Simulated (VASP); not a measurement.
# CeTe (Pm-3m) in VASP: a series of runs, part 2 of 2

VASP 6.6.1.

### Step 3. Single point, LDA, collinear spin, ferromagnetic start

This run uses another cell than the first one, of 26.48 Å³/atom.

File INCAR:

```
SYSTEM = CeTe
  ALGO = Normal
  EDIFF = 1E-6
  ENCUT = 520
  GGA = CA
  ISIF = 2
  ISMEAR = -1
  ISPIN = 2
  LASPH = .True.
  LCHARG = .True.
  LELF = .True.
  LMAXMIX = 6
  LORBIT = 11
  LREAL = .False.
  LVHAR = .True.
  LWAVE = .False.
  MAGMOM = 0.7 0
  NBANDS = 20
  NELM = 150
  PREC = Accurate
  SIGMA = 0.1
```

File KPOINTS:

```
k-points
0
Gamma
  8 8 8
  0 0 0
```

File POSCAR:

```
CeTe
1.0
    3.7551061301      0.0000000000      0.0000000000
    0.0000000000      3.7551061301      0.0000000000
    0.0000000000      0.0000000000      3.7551061301
Ce Te
1 1
Direct
    0.0000000000      0.0000000000      0.0000000000
    0.5000000000      0.5000000000      0.5000000000
```

Potentials or basis: VASP PAW LDA potentials, release 64 (Ce, Te).

Started as:

```
> cat potpaw_LDA.64/Ce/POTCAR potpaw_LDA.64/Te/POTCAR > POTCAR
> mpirun -np 1 vasp_std > vasp.out
```

OUTCAR:

```text
SYSTEM = CeTe
   EDIFF = 1E-6
   ENCUT = 520
   GGA = CA
   ISIF = 2
   ISMEAR = -1
   ISPIN = 2
   LASPH = .True.
   LORBIT = 11
   LREAL = .False.
   NELM = 150
   PREC = Accurate

 ion  position               nearest neighbor table
   1  0.000  0.000  0.000-   2 3.25   2 3.25   2 3.25   2 3.25   2 3.25   2 3.25   2 3.25   2 3.25

   2  0.500  0.500  0.500-   1 3.25   1 3.25   1 3.25   1 3.25   1 3.25   1 3.25   1 3.25   1 3.25

  LATTYP: Found a simple cubic cell.
 ALAT       =     3.7551061301

  Lattice vectors:

 A1 = (   3.7551061301,   0.0000000000,   0.0000000000)
 A2 = (   0.0000000000,   3.7551061301,   0.0000000000)
 A3 = (   0.0000000000,   0.0000000000,   3.7551061301)

Analysis of symmetry for initial positions (statically):
=====================================================================
 Subroutine PRICEL returns:
 Original cell was already a primitive cell.

 Routine SETGRP: Setting up the symmetry group for a
 simple cubic supercell.

[... 745 lines left out ...]
 k-point     1 :       0.0000    0.0000    0.0000
  band No.  band energies     occupation
      1     -24.8669      1.00000
      2      -7.5821      1.00000
      3      -7.5821      1.00000
      4      -7.5821      1.00000
      5      -3.2696      1.00000
      6       8.0530      1.00000
[... 541 lines left out ...]
     19      13.6328      0.00000
     20      14.8937      0.00000

 [... further k-points ...]
[... 5 lines left out ...]
  --------------------------------------------------------------------------------------
  -------------------------------------------------------------------------------------
  Total        0.1523119      0.1523119      0.1523119     -0.0000000      0.0000000     -0.0000000
  in kB        4.6086923      4.6086923      4.6086923     -0.0000000      0.0000000     -0.0000000
  external PRESSURE =       4.6086923 kB  Pullay stress =       0.0000000 kB

 VOLUME and BASIS-vectors are now :
 -----------------------------------------------------------------------------
  energy-cutoff  :      520.00
  volume of cell :       52.95
      direct lattice vectors                 reciprocal lattice vectors
     3.755106130  0.000000000  0.000000000     0.266304058  0.000000000  0.000000000
     0.000000000  3.755106130  0.000000000     0.000000000  0.266304058  0.000000000
     0.000000000  0.000000000  3.755106130     0.000000000  0.000000000  0.266304058

 POSITION                                       TOTAL-FORCE (eV/Angst)
 -----------------------------------------------------------------------------------
      0.00000      0.00000      0.00000         0.000000      0.000000      0.000000
      1.87755      1.87755      1.87755         0.000000      0.000000      0.000000
 -----------------------------------------------------------------------------------
    total drift:                               -0.000000      0.000000     -0.000000

  FREE ENERGIE OF THE ION-ELECTRON SYSTEM (eV)
  ---------------------------------------------------
  free  energy   TOTEN  =       -13.1948048934 eV

  energy  without entropy=      -12.9507719314  energy(sigma->0) =      -13.07278841

 total charge

# of ion       s       p       d       f       tot
--------------------------------------------------
    1        2.038   5.659   0.921   1.113   9.731
    2        1.351   2.121   0.043   0.000   3.516
--------------------------------------------------
tot          3.390   7.780   0.964   1.113  13.246

 magnetization (x)

# of ion       s       p       d       f       tot
--------------------------------------------------
    1        0.004   0.002   0.103   0.816   0.925
    2       -0.002  -0.023   0.005   0.000  -0.020
--------------------------------------------------
tot          0.001  -0.021   0.108   0.816   0.905
```

stdout:

```text
POSCAR found type information on POSCAR CeTe
 POSCAR found :  2 types and       2 ions
 scaLAPACK will be used
 LDA part: xc-table for (Slater(with rela. corr.)+CA(PZ))
 , standard interpolation
 POSCAR, INCAR and KPOINTS ok, starting setup
 FFT: planning ... GRIDC
 FFT: planning ... GRID_SOFT
 FFT: planning ... GRID
 WAVECAR not read
 entering main loop
```

Wall time 96 s (1 thread of Intel Xeon 8259CL, shared host); peak memory 0.21 GiB.

Results:

```
Free energy                                           : -13.1948 eV
Pressure                                              : 0.5 GPa
Net moment                                            : 1.06 μB per cell
Site moments                                          : Ce +0.93; Te -0.02 μB
Valence electrons inside the program's atomic spheres : Ce 9.73; Te 3.52
```

Caveat: the magnetic or orbital state may not be the lowest; spin-orbit coupling is left out, which moves the levels of the heavy elements; semilocal functionals describe open f shells poorly, which spoils levels, moments and volumes.

### Step 4. Single point, LDA, collinear spin, ferromagnetic start

This run uses another cell than the first one, of 27.63 Å³/atom.

File INCAR:

```
SYSTEM = CeTe
PREC = Accurate ; ENCUT = 520
EDIFF = 1E-7 ; ISMEAR = -1
SIGMA = 0.1 ; LREAL = .FALSE.
LASPH = .TRUE. ; NELM = 150
ALGO = Normal ; ISIF = 2
LWAVE = .FALSE. ; LCHARG = .TRUE.
ISPIN = 2 ; MAGMOM = 0.7 0
LORBIT = 11 ; LMAXMIX = 6
GGA = CA ; LELF = .TRUE.
LVHAR = .TRUE. ; NBANDS = 20
```

File KPOINTS:

```
regular mesh
0
G
  8 8 8
  0 0 0
```

File POSCAR:

```
CeTe
1.0
    3.8087577520      0.0000000000      0.0000000000
    0.0000000000      3.8087577520      0.0000000000
    0.0000000000      0.0000000000      3.8087577520
Ce Te
1 1
Direct
    0.0000000000      0.0000000000      0.0000000000
    0.5000000000      0.5000000000      0.5000000000
```

Started as:

```
> cat potpaw_LDA.64/Ce/POTCAR potpaw_LDA.64/Te/POTCAR > POTCAR
> mpirun -np 1 vasp_std > vasp.out
```

It took 96 s on 1 thread of Intel Xeon 8259CL, shared host; peak memory 0.21 GiB.

It converged, with:

* Free energy: -13.1842 eV
* Pressure: -2.1 GPa
* Net moment: 1.15 μB per cell
* Site moments: Ce +0.99; Te -0.02 μB
* Valence electrons inside the program's atomic spheres: Ce 9.69; Te 3.49

Levels at points of the mesh, in eV from the Fermi level:
Spin up:
| k point | band 6 | band 7 | band 8 | band 9 | band 10 | band 11 | band 12 | band 13 |
| --- | --- | --- | --- | --- | --- | --- | --- | --- |
| (0.00, 0.00, 0.00) | -1.52 | -1.52 | -1.52 | -1.43 | -1.43 | 0.17 | 0.17 | 0.17 |
| (0.50, 0.00, 0.00) | -5.75 | -2.29 | -2.29 | -0.53 | -0.14 | 0.11 | 0.19 | 0.19 |
| (0.50, 0.50, 0.00) | -3.74 | -3.74 | -1.27 | -0.95 | 0.14 | 0.14 | 0.37 | 0.37 |
| (0.50, 0.50, 0.50) | -5.24 | -5.24 | -5.24 | 0.20 | 0.20 | 0.20 | 0.37 | 0.37 |
Spin down:
| k point | band 6 | band 7 | band 8 | band 9 | band 10 | band 11 |
| --- | --- | --- | --- | --- | --- | --- |
| (0.00, 0.00, 0.00) | -1.41 | -1.41 | -1.41 | -1.18 | -1.18 | 0.68 |
| (0.50, 0.00, 0.00) | -5.65 | -2.23 | -2.23 | -0.23 | 0.32 | 0.69 |
| (0.50, 0.50, 0.00) | -3.67 | -3.67 | -1.13 | -0.70 | 0.73 | 0.73 |
| (0.50, 0.50, 0.50) | -5.17 | -5.17 | -5.17 | 0.79 | 0.79 | 0.79 |

Caveat: the magnetic or orbital state may not be the lowest; spin-orbit coupling is left out, which moves the levels of the heavy elements; semilocal functionals describe open f shells poorly, which spoils levels, moments and volumes. The state reached can hang on the start; a lower one may exist.

### Step 5. Overview

```tsv
cell	gap on the mesh (eV)	pressure (GPa)	moment (μB)
a = 3.700 Å, 2 atoms	none	3.7	0.97
a = 3.755 Å, 2 atoms	none	0.5	1.06
a = 3.809 Å, 2 atoms	none	-2.1	1.15
```

Alike in all rows: task single point; level LDA; potentials or basis VASP PAW LDA potentials, release 64 (Ce, Te); spin collinear, ferromagnetic start; k mesh 8 × 8 × 8; cutoff (eV) 520; smearing fermi-dirac 0.1 eV.

Caveats: the magnetic or orbital state may not be the lowest; spin-orbit coupling is left out, which moves the levels of the heavy elements; semilocal functionals describe open f shells poorly, which spoils levels, moments and volumes; the cell stands under pressure (at least some runs).

Absolute energies hang on the potentials; compare differences alone.
